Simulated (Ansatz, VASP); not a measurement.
## Two plane-wave programs on InSe

```
Se In
1.0
     4.00000    0.00000    0.00000
    -2.00000    3.49874    0.00000
     0.00000    0.00000   51.20000
Se In
4 4
Direct
  0.33108 0.66217 0.18005
  0.33118 0.66236 0.28200
  0.00101 0.00202 0.33715
  0.00095 0.00190 0.43908
  0.99896 0.99792 0.20419
  0.99911 0.99822 0.25777
  0.66889 0.33777 0.36137
  0.66882 0.33763 0.41494
```

Alike in both runs: functional LDA; k mesh 10 × 10 × 1; occupations gaussian, width 0.02 eV; no spin polarisation.

Ansatz relaxed the structure, and its values are those at the end. VASP's run is a single point on that final structure, the one shown.

```csv
,VASP,Ansatz
version,VASP 6.6.1,Ansatz 0.2.0
potentials or method,"VASP PAW LDA potentials, release 64 (Se, In_d)","scalar-relativistic, plane waves, PAW"
plane-wave cutoff (eV),520,420
valence electrons in the cell,76,116
```

Ansatz gave:

```
gap on the k mesh at the Fermi level (eV) : 0.76
least direct gap on the mesh (eV)         : 0.87
rms of the force components (eV/Å)        : 0.001
```

What did VASP give for the same quantities?

gap on the k mesh at the Fermi level (eV): 0.77; least direct gap on the mesh (eV): 0.87; rms of the force components (eV/Å): 0.012.

LDA's correlation is that of Perdew and Zunger in VASP and of Perdew and Wang (1992) in Ansatz. VASP's potentials hold 76 valence electrons a cell and Ansatz's 116, so a difference there can come from the potentials and not from the codes. Ansatz's warnings: slab cell height set, xc potential rough in thin density.
